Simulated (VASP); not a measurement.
Write the native input for VASP 6.6.1 that does the following.

```
Task                               : relaxation of cell and atoms
Functional                         : HF
Potentials or basis                : VASP PAW PBE potentials, release 64 (Sr_sv, O)
Cutoff                             : 600 eV
k mesh                             : 5 × 5 × 5
Occupations                        : fermi-dirac, width 0.05 eV
Spin                               : no spin polarisation
Dipole correction                  : no
Grid for exact exchange (PRECFOCK) : Normal
Further INCAR settings             : ALGO = Normal; EDIFF = 1e-06; IBRION = 2; EDIFFG = -0.01; NSW = 60; ISIF = 3
Share of exact exchange            : 1
```

The system is SrO.

```
Sr O
1.0
     0.00000    2.56630    2.56630
     2.56630    0.00000    2.56630
     2.56630    2.56630    0.00000
Sr O
1 1
Cartesian
  2.5663 2.5663 2.5663
  0.0000 0.0000 0.0000
```

The input as run:

POSCAR

```
SrO
1.0
    0.0000000000      2.5663000000      2.5663000000
    2.5663000000      0.0000000000      2.5663000000
    2.5663000000      2.5663000000      0.0000000000
Sr O
1 1
Direct
    0.5000000000      0.5000000000      0.5000000000
    0.0000000000      0.0000000000      0.0000000000
```

INCAR.step1

```
SYSTEM = SrO
ALGO = Normal ; EDIFF = 1E-5
ENCUT = 600 ; GGA = PE
ISMEAR = -1 ; LASPH = .TRUE.
LCHARG = .FALSE. ; LREAL = .FALSE.
LWAVE = .TRUE. ; NBANDS = 15
NELM = 80 ; PREC = Accurate
SIGMA = 0.05
```

INCAR.step2

```
SYSTEM = SrO
AEXX = 1.0 ; AGGAC = 0.0
ALDAC = 0.0 ; ALGO = Normal
EDIFF = 1E-6 ; EDIFFG = -0.01
ENCUT = 600 ; GGA = PE
IBRION = 2 ; ISIF = 3
ISMEAR = -1 ; ISTART = 1
LASPH = .TRUE. ; LCHARG = .FALSE.
LHFCALC = .TRUE. ; LREAL = .FALSE.
LWAVE = .FALSE. ; NELM = 80
NSW = 60 ; PREC = Accurate
PRECFOCK = Normal ; SIGMA = 0.05
```

KPOINTS

```
k-points
0
G
  5 5 5
  0 0 0
```

Potentials or basis: VASP PAW PBE potentials, release 64 (Sr_sv, O).

Launch:

```bash
$ cat potpaw_PBE.64/Sr_sv/POTCAR potpaw_PBE.64/O/POTCAR > POTCAR
$ cp INCAR.step1 INCAR
$ mpirun -np 1 vasp_std > vasp.out
$ cp INCAR.step2 INCAR
$ mpirun -np 1 vasp_std > vasp.out
```

It gave:

```json
{
 "Relaxed volume": "17.78 Å³/atom",
 "Relaxed cell": "a = 3.691 Å, b = 3.691 Å, c = 3.691 Å, α = 60.00°, β = 60.00°, γ = 60.00°",
 "Space group after relaxing (to 0.1 Å)": "Fm-3m (No. 225)",
 "Energy gained by relaxing": "13.9 meV/atom",
 "Ionic steps": "3",
 "Pressure after relaxing": "0.0 GPa",
 "Band gap on the k mesh": "13.02 eV (least direct gap 13.18 eV)"
}
```

Caveat: the k points lie up to 0.42 Å⁻¹ apart in the final cell; the PAW data sets were made with another functional, which shifts forces and pressure a little; an odd mesh through Γ misses points on the zone boundary, where band edges can lie.

It took 39 min on 1 thread of Intel(R) Xeon(R) Platinum 8488C (Sapphire Rapids), with other jobs on the host, peak memory 0.18 GiB.
